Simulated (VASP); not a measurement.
# GaSb (rocksalt type) in VASP: a series of runs, part 2 of 2

VASP 6.6.1. The steps go on from the part before.

## (4) Relaxation of cell and atoms, PBE

This run uses another cell than the first one, of 20.16 Å³/atom, 0.826 times its volume.

File INCAR:

```
ALGO = Normal ; EDIFF = 1E-6
EDIFFG = -0.005 ; ENCUT = 600
GGA = PE ; IBRION = 2
ISIF = 3 ; ISMEAR = -1
LASPH = True ; LCHARG = False
LREAL = False ; LWAVE = False
NELM = 60 ; NSW = 100
PREC = Accurate ; SIGMA = 0.05
```

File KPOINTS:

```
k-points
0
Gamma
  10 10 10
```

File POSCAR:

```
GaSb
1.0
    0.0000000000      2.7216090333      2.7216090333
    2.7216090333      0.0000000000      2.7216090333
    2.7216090333      2.7216090333      0.0000000000
Ga Sb
1 1
Direct
    0.0000000000      0.0000000000      0.0000000000
    0.5000000000      0.5000000000      0.5000000000
```

Potentials or basis: VASP PAW PBE potentials, release 64 (Ga_d, Sb).

On the command line:

```sh
$ cat potpaw_PBE.64/Ga_d/POTCAR potpaw_PBE.64/Sb/POTCAR > POTCAR
$ mpirun -np 1 vasp_std > vasp.out
```

OUTCAR:

```text
EDIFF = 1E-6
   EDIFFG = -0.005
   ENCUT = 600
   GGA = PE
   IBRION = 2
   ISIF = 3
   ISMEAR = -1
   LASPH = True
   LREAL = False
   NELM = 60
   NSW = 100
   PREC = Accurate

 ion  position               nearest neighbor table
   1  0.000  0.000  0.000-   2 2.72   2 2.72   2 2.72   2 2.72   2 2.72   2 2.72
   2  0.500  0.500  0.500-   1 2.72   1 2.72   1 2.72   1 2.72   1 2.72   1 2.72

  LATTYP: Found a face centered cubic cell.
 ALAT       =     5.4432180666

  Lattice vectors:

 A1 = (   0.0000000000,   2.7216090333,   2.7216090333)
 A2 = (   2.7216090333,   0.0000000000,   2.7216090333)
 A3 = (   2.7216090333,   2.7216090333,   0.0000000000)

Analysis of symmetry for initial positions (statically):
=====================================================================
 Subroutine PRICEL returns:
 Original cell was already a primitive cell.

 Routine SETGRP: Setting up the symmetry group for a
 face centered cubic supercell.

 Subroutine GETGRP returns: Found 48 space group operations
 (whereof 48 operations were pure point group operations)
 out of a pool of 48 trial point group operations.

The static configuration has the point symmetry O_h .

Analysis of symmetry for dynamics (positions and initial velocities):
=====================================================================
 Subroutine PRICEL returns:
 Original cell was already a primitive cell.

 Routine SETGRP: Setting up the symmetry group for a
 face centered cubic supercell.

 Subroutine GETGRP returns: Found 48 space group operations
 (whereof 48 operations were pure point group operations)
 out of a pool of 48 trial point group operations.

The dynamic configuration has the point symmetry O_h .

 Subroutine INISYM returns: Found 48 space group operations
 (whereof 48 operations are pure point group operations),
 and found     1 'primitive' translations

----------------------------------------------------------------------------------------

                                     Primitive cell

  volume of cell :      40.3188
[... 122 lines left out ...]
  energy-cutoff  :      600.00
  volume of cell :       40.32
 maximum number of plane-waves:      1363
   NGX = 15   NGY = 15   NGZ = 15

--------------------------------------- Ionic step        1  -------------------------------------------

 number of electron      18.0000005 magnetization

 Free energy of the ion-electron system (eV)
  ---------------------------------------------------
  ext. energy  EPLUGINS =         0.00000000
  ---------------------------------------------------
  free energy    TOTEN  =        -6.58733543 eV

  energy without entropy =       -6.57943137  energy(sigma->0) =       -6.58338340

------------------------ aborting loop because EDIFF is reached ----------------------------------------

  FORCE on cell =-STRESS in cart. coord.  units (eV):
  Direction    XX          YY          ZZ          XY          YZ          ZX
  --------------------------------------------------------------------------------------
  -------------------------------------------------------------------------------------
  Total        4.1856022      4.1856022      4.1856022      0.0000000      0.0000000     -0.0000000
  in kB      166.3264529    166.3264529    166.3264529      0.0000000      0.0000000     -0.0000000
  external PRESSURE =     166.3264529 kB  Pullay stress =       0.0000000 kB
[... 23 lines left out ...]
--------------------------------------- Ionic step        2  -------------------------------------------

 number of electron      18.0000008 magnetization

 E-fermi :   5.2008     XC(G=0):  -9.7100

 val. band max:        5.1484898487   @ k =   0.3000   0.1000   0.0000
 cond. band min:       5.2169391411   @ k =  -0.4000   0.4000   0.1000
 fundamental gap:      0.0684492924
 Fermi energy:         5.2007711441

 k-point     1 :       0.0000    0.0000    0.0000
  band No.  band energies     occupation
      1      -9.4751      2.00000
      2      -9.4751      2.00000
      3      -9.4589      2.00000
      4      -9.4589      2.00000
      5      -9.4589      2.00000
      6      -5.8267      2.00000
      7       4.2204      2.00000
      8       5.3963      0.03928
      9       5.3963      0.03928
     10       5.3963      0.03928
     11      11.0328      0.00000
     12      11.0328      0.00000
     13      11.0575      0.00000
[... 439 lines left out ...]
--------------------------------------- Ionic step        4  -------------------------------------------

 number of electron      17.9999989 magnetization

 Free energy of the ion-electron system (eV)
  ---------------------------------------------------
  ext. energy  EPLUGINS =         0.00000000
  ---------------------------------------------------
  free energy    TOTEN  =        -6.95234598 eV

  energy without entropy =       -6.94074716  energy(sigma->0) =       -6.94654657

 E-fermi :   6.2165     XC(G=0): -10.1384

 val. band max:        6.1784143711   @ k =   0.3000   0.1000   0.0000
 cond. band min:       6.2548161241   @ k =   0.3000   0.2000   0.0000
 fundamental gap:      0.0764017530
 Fermi energy:         6.2164750237

 k-point     1 :       0.0000    0.0000    0.0000
  band No.  band energies     occupation
      1      -8.5509      2.00000
      2      -8.5509      2.00000
      3      -8.5306      2.00000
      4      -8.5306      2.00000
      5      -8.5306      2.00000
      6      -5.4676      2.00000
      7       5.9669      1.98649
      8       6.4126      0.03881
      9       6.4126      0.03881
     10       6.4126      0.03881
     11      12.4008      0.00000
     12      12.4008      0.00000
     13      12.4008      0.00000
[... 397 lines left out ...]
  FREE ENERGIE OF THE ION-ELECTRON SYSTEM (eV)
  ---------------------------------------------------
  free  energy   TOTEN  =        -6.9523459772 eV

  energy  without entropy=       -6.9407471599  energy(sigma->0) =       -6.94654657

 reached required accuracy - stopping structural energy minimisation
```

It took 43 s on 1 thread of Intel Xeon Platinum 8559C (Emerald Rapids), shared host; peak memory 0.2 GiB.

What came out:

- Free energy: -6.9523 eV
- Relaxed volume: 24.45 Å³/atom
- Relaxed cell: a = 4.105 Å, b = 4.105 Å, c = 4.105 Å, α = 60.00°, β = 60.00°, γ = 60.00°
- Space group after relaxing (to 0.05 Å): Fm-3m (No. 225)
- Energy gained by relaxing: 182.5 meV/atom
- Ionic steps: 4
- Pressure after relaxing: 0.0 GPa
- Band gap on the k mesh: zero (band 9 reaches 7.01 eV, above the bottom of band 10 at 3.94 eV)

The path:
| step | energy change (eV) | largest force (eV/Å) | pressure (GPa) | volume (Å³) |
| --- | --- | --- | --- | --- |
| 1 | 0.0000 | 0.0000 | 16.63 | 40.32 |
| 2 | -0.2936 | 0.0000 | -4.03 | 53.81 |
| 3 | -0.3650 | 0.0000 | 0.12 | 48.72 |
| 4 | -0.3650 | 0.0000 | -0.03 | 48.90 |

Final structure:
```
CELL_PARAMETERS angstrom
0.00000 2.90234 2.90234
2.90234 0.00000 2.90234
2.90234 2.90234 0.00000
ATOMIC_POSITIONS crystal
Ga 0.00000 0.00000 0.00000
Sb 0.50000 0.50000 0.50000
```

Caveat: the volume moved by over 15 % at a fixed basis, so the end points are rough; spin-orbit coupling is left out, which moves the levels of the heavy elements.
